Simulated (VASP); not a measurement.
# Ru (P6_3/mmc) in VASP: a series of runs

The runs below take Ru through single point, relaxation of cell and atoms, with PBEsol.

Everything below comes from runs of VASP 6.6.1. Logs are shortened: lines on timing, memory, paths and dates and some standing lists are left out, and cuts for length are marked.

### 1 The cell of the first run

It takes space group P6_3/mmc (No. 194, hexagonal). Conventional cell: a = 2.677 Å, b = 2.677 Å, c = 8.618 Å, α = 90.00°, β = 90.00°, γ = 120.00°. Ru (site symmetry -3m) has 12 Ru at 2.65 to 2.68 Å within 3.5 Å. Within 3.5 Å of Ru (site symmetry -6m2) lie 12 Ru at 2.65 to 2.68 Å.

### 2 Single point, PBEsol

INCAR

```
SYSTEM = Ru
  PREC = Accurate
  ENCUT = 500
  EDIFF = 1E-6
  ISMEAR = 0
  SIGMA = 0.1
  LREAL = .FALSE.
  LASPH = .TRUE.
  NELM = 120
  ALGO = Normal
  ISIF = 2
  LWAVE = .FALSE.
  LCHARG = .FALSE.
  GGA = PS
  NBANDS = 36
  GGA_COMPAT = .FALSE.
```

KPOINTS

```
Automatic mesh
0
G
  21 21 6
  0 0 0
```

POSCAR

```
Ru
1.0
    2.6766365357      0.0000000000      0.0000000000
   -1.3383182678      2.3180352366      0.0000000000
    0.0000000000      0.0000000000      8.6178683110
Ru
4
Direct
    0.0000000000      0.0000000000      0.0000000000
    0.0000000000      0.0000000000      0.5000000000
    0.3333333333      0.6666666667      0.7500000000
    0.6666666667      0.3333333333      0.2500000000
```

Potentials or basis: VASP PAW PBE potentials, release 64 (Ru_pv).

On the command line:

```
$ cat potpaw_PBE.64/Ru_pv/POTCAR > POTCAR
$ mpirun -np 1 vasp_std > vasp.out
```

OUTCAR:

```text
SYSTEM = Ru
   PREC = Accurate
   ENCUT = 500
   EDIFF = 1E-6
   ISMEAR = 0
   LREAL = .FALSE.
   LASPH = .TRUE.
   NELM = 120
   ISIF = 2
   GGA = PS

 ion  position               nearest neighbor table
   1  0.000  0.000  0.000-   3 2.65   4 2.65   3 2.65   4 2.65   4 2.65   3 2.65
   2  0.000  0.000  0.500-   3 2.65   4 2.65   3 2.65   4 2.65   4 2.65   3 2.65
   3  0.333  0.667  0.750-   1 2.65   2 2.65   1 2.65   2 2.65   1 2.65   2 2.65
   4  0.667  0.333  0.250-   1 2.65   2 2.65   1 2.65   2 2.65   1 2.65   2 2.65

  LATTYP: Found a hexagonal cell.
 ALAT       =     2.6766365357
 C/A-ratio  =     3.2196632587

  Lattice vectors:

 A1 = (   2.6766365357,   0.0000000000,   0.0000000000)
 A2 = (  -1.3383182678,   2.3180352366,   0.0000000000)
 A3 = (   0.0000000000,   0.0000000000,   8.6178683110)

Analysis of symmetry for initial positions (statically):
=====================================================================
 Subroutine PRICEL returns:
 Original cell was already a primitive cell.

 Routine SETGRP: Setting up the symmetry group for a
 hexagonal supercell.

 Subroutine GETGRP returns: Found 24 space group operations
 (whereof 12 operations were pure point group operations)
 out of a pool of 24 trial point group operations.

The static configuration has the point symmetry D_3d.
 The point group associated with its full space group is D_6h.

Analysis of symmetry for dynamics (positions and initial velocities):
=====================================================================
 Subroutine PRICEL returns:
 Original cell was already a primitive cell.

 Routine SETGRP: Setting up the symmetry group for a
 hexagonal supercell.

 Subroutine GETGRP returns: Found 24 space group operations
 (whereof 12 operations were pure point group operations)
 out of a pool of 24 trial point group operations.

The dynamic configuration has the point symmetry D_3d.
 The point group associated with its full space group is D_6h.

 Subroutine INISYM returns: Found 24 space group operations
 (whereof 12 operations are pure point group operations),
 and found     1 'primitive' translations

----------------------------------------------------------------------------------------

                                     Primitive cell

  volume of cell :      53.4699

  direct lattice vectors                    reciprocal lattice vectors
     2.676636536  0.000000000  0.000000000     0.373603209  0.215699913  0.000000000
    -1.338318268  2.318035237  0.000000000     0.000000000  0.431399827  0.000000000
     0.000000000  0.000000000  8.617868311     0.000000000  0.000000000  0.116037976

  length of vectors
     2.676636536  2.676636536  8.617868311     0.431399827  0.431399827  0.116037976

  position of ions in fractional coordinates (direct lattice)
     0.000000000  0.000000000  0.000000000
     0.000000000  0.000000000  0.500000000
     0.333333333  0.666666667  0.750000000
     0.666666667  0.333333333  0.250000000

  ion indices of the primitive-cell ions
   primitive index   ion index
                 1           1
                 2           2
                 3           3
                 4           4

----------------------------------------------------------------------------------------

 KPOINTS: Automatic mesh

Automatic generation of k-mesh.
 Grid dimensions read from file:
 generate k-points for:   21   21    6

 Generating k-lattice:

  Cartesian coordinates                     Fractional coordinates (reciprocal lattice)
     0.017790629  0.010271424  0.000000000     0.047619048  0.000000000  0.000000000
     0.000000000  0.020542849  0.000000000     0.000000000  0.047619048  0.000000000
     0.000000000  0.000000000  0.019339663     0.000000000  0.000000000  0.166666667

  Length of vectors
     0.020542849  0.020542849  0.019339663

  Shift w.r.t. Gamma in fractional coordinates (k-lattice)
     0.000000000  0.000000000  0.000000000

 Subroutine IBZKPT returns following result:
 ===========================================

 Found    192 irreducible k-points:

 Following reciprocal coordinates:
            Coordinates               Weight
  0.000000  0.000000  0.000000      1.000000
  0.047619  0.000000  0.000000      6.000000
  0.095238  0.000000  0.000000      6.000000
  0.142857  0.000000  0.000000      6.000000
  0.190476  0.000000  0.000000      6.000000
  0.238095  0.000000  0.000000      6.000000
[... 16 lines left out ...]
  0.142857  0.095238  0.000000     12.000000
  0.190476  0.095238  0.000000     12.000000
 [... further k-points ...]
   k-points           NKPTS =    192   k-points in BZ     NKDIM =    192   number of bands    NBANDS=     36
   number of dos      NEDOS =    301   number of ions     NIONS =      4
   total plane-waves  NPLWV =  25600
   dimension x,y,z NGX =    20 NGY =   20 NGZ =   64
   dimension x,y,z NGXF=    40 NGYF=   40 NGZF=  128
   ions per type =               4
   NGX,Y,Z   is equivalent  to a cutoff of  12.42, 12.42, 12.35 a.u.
   NGXF,Y,Z  is equivalent  to a cutoff of  24.84, 24.84, 24.69 a.u.
 SYSTEM =  Ru
   PREC   = accura    normal or accurate (medium, high low for compatibility)
   ISTART =      0    job   : 0-new  1-cont  2-samecut
   ICHARG =      2    charge: 1-file 2-atom 10-const
   ISPIN  =      1    spin polarized calculation?
   LNONCOLLINEAR =      F non collinear calculations
   LSORBIT =      F    spin-orbit coupling
   LASPH  =      T    aspherical Exc in radial PAW
   ENCUT  =  500.0 eV  36.75 Ry    6.06 a.u.   4.88  4.88 15.71*2*pi/ulx,y,z
   NELM   =    120;   NELMIN=  2; NELMDL= -5     # of ELM steps
   EDIFF  = 0.1E-05   stopping-criterion for ELM
   LREAL  =      F    real-space projection
   EDIFFG = 0.1E-04   stopping-criterion for IOM
   NSW    =      0    number of steps for IOM
   IBRION =     -1    ionic relax: 0-MD 1-quasi-New 2-CG
   NFREE  =      0    steps in history (QN), initial steepest desc. (CG)
   ISIF   =      2    stress and relaxation
   ISYM   =      2    0-nonsym 1-usesym 2-fastsym
   POTIM  = 0.5000    time-step for ionic-motion
   TEBEG  =    0.0;   TEEND  =   0.0 temperature during run
   PSTRESS=    0.0 pullay stress
   NELECT =      56.0000    total number of electrons
   NUPDOWN=      -1.0000    fix difference up-down
   EMIN   =  10.00;   EMAX   =-10.00  energy-range for DOS
   EFERMI =   0.00;   METHOD = LEGACY
   ISMEAR =     0;   SIGMA  =   0.10  broadening in eV -4-tet -1-fermi 0-gaus
   EFERMI_NEDOS =   21; number of points for ismear=-14 and -15
   IALGO  =     38    algorithm
   IMIX   =      4    mixing-type and parameters
     AMIX     =   0.40;   BMIX     =  1.00
     AMIX_MAG =   1.60;   BMIX_MAG =  1.00
  volume/ion in A,a.u.               =      13.37        90.21
  Fermi-wavevector in a.u.,A,eV,Ry     =   1.662523  3.141714 37.606282  2.763984
  Thomas-Fermi vector in A             =   2.749399
   LORBIT       =      0    0 simple, 1 ext, 2 COOP (PROOUT), +10 PAW based schemes
   GGA     = PS    functional components
   LHFCALC =     F    Hartree Fock is set to
   AEXX    =    0.0000 exact exchange contribution
   IVDW    =     0    specifies the selected vdW correction
   LEPSILON=     F    determine dielectric tensor
   LRPA    =     F    only Hartree local field effects (RPA)
 non-spin polarized calculation
 Gauss-broadening in eV      SIGMA  =   0.10
  energy-cutoff  :      500.00
  volume of cell :       53.47
 maximum number of plane-waves:      1404
 NGX is ok and might be reduce to    20
   NGX =  9   NGY =  9   NGZ = 31

 number of electron      56.0000011 magnetization

 Free energy of the ion-electron system (eV)
  ---------------------------------------------------
  ext. energy  EPLUGINS =         0.00000000
  ---------------------------------------------------
  free energy    TOTEN  =       -40.35669998 eV

  energy without entropy =      -40.33651656  energy(sigma->0) =      -40.34660827

 E-fermi :  12.9486     XC(G=0): -14.3761

 val. band max:       12.9478131440   @ k =   0.1429   0.0000   0.1667
 cond. band min:      12.9495475927   @ k =   0.2381   0.0000   0.3333
 fundamental gap:      0.0017344487
 Fermi energy:        12.9486158770

 k-point     1 :       0.0000    0.0000    0.0000
  band No.  band energies     occupation
      1     -30.6333      2.00000
      2     -30.0934      2.00000
      3     -30.0359      2.00000
      4     -29.6494      2.00000
      5     -29.6494      2.00000
      6     -29.5838      2.00000
[... 28 lines left out ...]
     35      14.5598      0.00000
     36      14.5598      0.00000

 k-point     2 :       0.0476    0.0000    0.0000
  band No.  band energies     occupation
      1     -30.6251      2.00000
      2     -30.0954      2.00000
      3     -30.0390      2.00000
      4     -29.6680      2.00000
      5     -29.6554      2.00000
      6     -29.5967      2.00000
[... 28 lines left out ...]
     35      14.5720      0.00000
     36      15.3857      0.00000

 k-point     3 :       0.0952    0.0000    0.0000
  band No.  band energies     occupation
      1     -30.6009      2.00000
      2     -30.1033      2.00000
      3     -30.0503      2.00000
      4     -29.7216      2.00000
      5     -29.6729      2.00000
      6     -29.6322      2.00000
[... 28 lines left out ...]
     35      14.6080      0.00000
     36      16.4953      0.00000

 k-point     4 :       0.1429    0.0000    0.0000
  band No.  band energies     occupation
      1     -30.5621      2.00000
      2     -30.1220      2.00000
      3     -30.0756      2.00000
      4     -29.8036      2.00000
      5     -29.6998      2.00000
      6     -29.6799      2.00000
[... 28 lines left out ...]
     35      14.6639      0.00000
     36      17.6596      0.00000

 k-point     5 :       0.1905    0.0000    0.0000
  band No.  band energies     occupation
      1     -30.5107      2.00000
      2     -30.1596      2.00000
      3     -30.1222      2.00000
      4     -29.9041      2.00000
      5     -29.7794      2.00000
      6     -29.7332      2.00000
[... 655 lines left out ...]
 k-point    22 :       0.0952    0.0952    0.0000
  band No.  band energies     occupation
      1     -30.5394      2.00000
      2     -30.1351      2.00000
      3     -30.0935      2.00000
      4     -29.8389      2.00000
      5     -29.7397      2.00000
      6     -29.7169      2.00000
[... 28 lines left out ...]
     35      14.8161      0.00000
     36      18.2253      0.00000

 k-point    23 :       0.1429    0.0952    0.0000
  band No.  band energies     occupation
      1     -30.4890      2.00000
      2     -30.1741      2.00000
      3     -30.1422      2.00000
      4     -29.9280      2.00000
      5     -29.8235      2.00000
      6     -29.7841      2.00000
[... 28 lines left out ...]
     35      15.0247      0.00000
     36      19.3101      0.00000

 k-point    24 :       0.1905    0.0952    0.0000
  band No.  band energies     occupation
      1     -30.4301      2.00000
      2     -30.2340      2.00000
      3     -30.2087      2.00000
      4     -30.0261      2.00000
      5     -29.9399      2.00000
      6     -29.8222      2.00000
[... 28 lines left out ...]
     35      15.2788      0.00000
     36      20.4315      0.00000

 [... further k-points ...]
[... 5 lines left out ...]
  --------------------------------------------------------------------------------------
  -------------------------------------------------------------------------------------
  Total       -0.0287813     -0.0287813     -0.0226608     -0.0000000      0.0000000      0.0000000
  in kB       -0.8624047     -0.8624047     -0.6790099     -0.0000000      0.0000000      0.0000000
  external PRESSURE =      -0.8012731 kB  Pullay stress =       0.0000000 kB

 VOLUME and BASIS-vectors are now :
 -----------------------------------------------------------------------------
  energy-cutoff  :      500.00
  volume of cell :       53.47
      direct lattice vectors                 reciprocal lattice vectors
     2.676636536  0.000000000  0.000000000     0.373603209  0.215699913  0.000000000
    -1.338318268  2.318035237  0.000000000     0.000000000  0.431399827  0.000000000
     0.000000000  0.000000000  8.617868311     0.000000000  0.000000000  0.116037976

 POSITION                                       TOTAL-FORCE (eV/Angst)
 -----------------------------------------------------------------------------------
      0.00000      0.00000      0.00000        -0.000000      0.000000     -0.000000
      0.00000      0.00000      4.30893        -0.000000      0.000000     -0.000000
     -0.00000      1.54536      6.46340        -0.000000      0.000000      0.000000
      1.33832      0.77268      2.15447         0.000000     -0.000000      0.000000
 -----------------------------------------------------------------------------------
    total drift:                                0.000000     -0.000000      0.000000

  FREE ENERGIE OF THE ION-ELECTRON SYSTEM (eV)
  ---------------------------------------------------
  free  energy   TOTEN  =       -40.3566999791 eV

  energy  without entropy=      -40.3365165619  energy(sigma->0) =      -40.34660827
```

It took 2.1 min on 1 thread of Intel Xeon 6975P-C (Granite Rapids), shared host; peak memory 0.35 GiB.

Results:

```
Free energy            : -40.3567 eV
Pressure               : -0.1 GPa
Band gap on the k mesh : zero (bands 28 and 29 overlap by 3.01 eV)
```

Caveat: the PAW data sets were made with another functional, which shifts forces and pressure a little.

### 3 Relaxation of cell and atoms, PBEsol

INCAR

```
SYSTEM = Ru
PREC = Accurate ; ENCUT = 500
EDIFF = 1E-7 ; ISMEAR = 0
SIGMA = 0.1 ; LREAL = .FALSE.
LASPH = .TRUE. ; NELM = 120
ALGO = Normal ; ISIF = 3
LWAVE = .FALSE. ; LCHARG = .FALSE.
GGA = PS ; IBRION = 2
NSW = 100 ; EDIFFG = -0.01
GGA_COMPAT = .FALSE. ; NELMIN = 4
```

KPOINTS is that of step 2.

POSCAR

```
Ru
1.0
    2.6690461650      0.0000000000      0.0000000000
   -1.3345230825      2.3114617827      0.0000000000
    0.0000000000      0.0000000000      8.6650320218
Ru
4
Direct
    0.0000000000      0.0000000000      0.0000000000
    0.0000000000      0.0000000000      0.5000000000
    0.3333333333      0.6666666667      0.7500000000
    0.6666666667      0.3333333333      0.2500000000
```

Potentials or basis: VASP PAW PBE potentials, release 64 (Ru_pv).

On the command line:

```
$ cat potpaw_PBE.64/Ru_pv/POTCAR > POTCAR
$ mpirun -np 1 vasp_std > vasp.out
```

It took 5.2 min on 1 thread of Intel Xeon 6975P-C (Granite Rapids), shared host; peak memory 0.33 GiB.

The run converged. Its results:

```yaml
Free_energy: -40.3567 eV
Relaxed_volume: 13.36 Å³/atom
Relaxed_cell: a = 2.676 Å, b = 2.676 Å, c = 8.617 Å, α = 90.00°, β = 90.00°, γ = 120.00°
Space_group_after_relaxing_to_0.1_Å: P6_3/mmc (No. 194)
Energy_gained_by_relaxing: 1.0 meV/atom
Ionic_steps: 3
Pressure_after_relaxing: 0.1 GPa
Band_gap_on_the_k_mesh: zero (bands 28 and 29 overlap by 3.02 eV)
```

The path:
```csv
step,energy change (eV),largest force (eV/Å),pressure (GPa),volume (Å³)
1,0.0000,0.0000,-0.03,53.46
2,0.0004,0.0000,0.26,53.43
3,-0.0038,0.0000,0.06,53.45
```

Final structure:
```xyz
4
Lattice="2.6762 0.0000 0.0000 -1.3381 2.3177 0.0000 0.0000 0.0000 8.6169" Properties=species:S:1:pos:R:3 pbc="T T T"
Ru    0.0000    0.0000    0.0000
Ru    0.0000    0.0000    4.3085
Ru    0.0000    1.5451    6.4627
Ru    1.3381    0.7726    2.1542
```

Levels at points of the mesh, in eV from the Fermi level:
```csv
k point,band 26,band 27,band 28,band 29,band 30,band 31
"(0.00, 0.00, 0.00)",-2.17,-2.17,-0.81,-0.81,-0.06,-0.06
"(0.00, 0.00, 0.50)",-2.47,-0.71,-0.71,-0.38,-0.38,-0.38
```

Caveat: the PAW data sets were made with another functional, which shifts forces and pressure a little.
